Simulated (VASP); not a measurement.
Here is a VASP 6.6.1 calculation.

The input INCAR:

```
SYSTEM = HfTe6Mo
PREC = Accurate
ENCUT = 500
EDIFF = 1E-6
ISMEAR = 0
SIGMA = 0.2
LREAL = .FALSE.
LASPH = .TRUE.
NELM = 120
ALGO = Normal
ISIF = 2
LWAVE = .FALSE.
LCHARG = .TRUE.
GGA = PE
LELF = .TRUE.
LVHAR = .TRUE.
NBANDS = 40
GGA_COMPAT = .FALSE.
```

The input KPOINTS:

```
Automatic mesh
0
G
  3 3 3
  0 0 0
```

File POSCAR:

```
HfTe6Mo
1.0
    5.8514143351      0.0000000000      0.0000000000
    0.0000000000      5.8514143351      0.0000000000
    0.0000000000      0.0000000000      5.8514143351
Hf Te Mo
1 6 1
Direct
    0.5000000000      0.5000000000      0.5000000000
    0.2468738212      0.0000000000      0.5000000000
    0.7531261788      0.0000000000      0.5000000000
    0.5000000000      0.2468738212      0.0000000000
    0.5000000000      0.7531261788      0.0000000000
    0.0000000000      0.5000000000      0.2468738212
    0.0000000000      0.5000000000      0.7531261788
    0.0000000000      0.0000000000      0.0000000000
```

Potentials or basis: VASP PAW PBE potentials, release 64 (Hf_pv, Te, Mo_sv).

Run with:

```console
$ cat potpaw_PBE.64/Hf_pv/POTCAR potpaw_PBE.64/Te/POTCAR potpaw_PBE.64/Mo_sv/POTCAR > POTCAR
$ mpirun -np 1 vasp_std > vasp.out
```

What does it give for the largest force?

0.012 eV/Å.

What does it give for the pressure?

-0.2 GPa.

What does it give for the band gap on the k mesh?

Zero (bands 30 and 31 overlap by 0.17 eV).

Forces on the atoms (eV/Å):
```
Hf   0.000  0.000  0.000
Te   0.012  0.000  0.000
Te  -0.012  0.000  0.000
Te   0.000  0.012  0.000
Te   0.000 -0.012  0.000
Te   0.000  0.000  0.012
Te   0.000  0.000 -0.012
Mo   0.000  0.000  0.000
```

Caveat: spin-orbit coupling is left out, which moves the levels of the heavy elements.
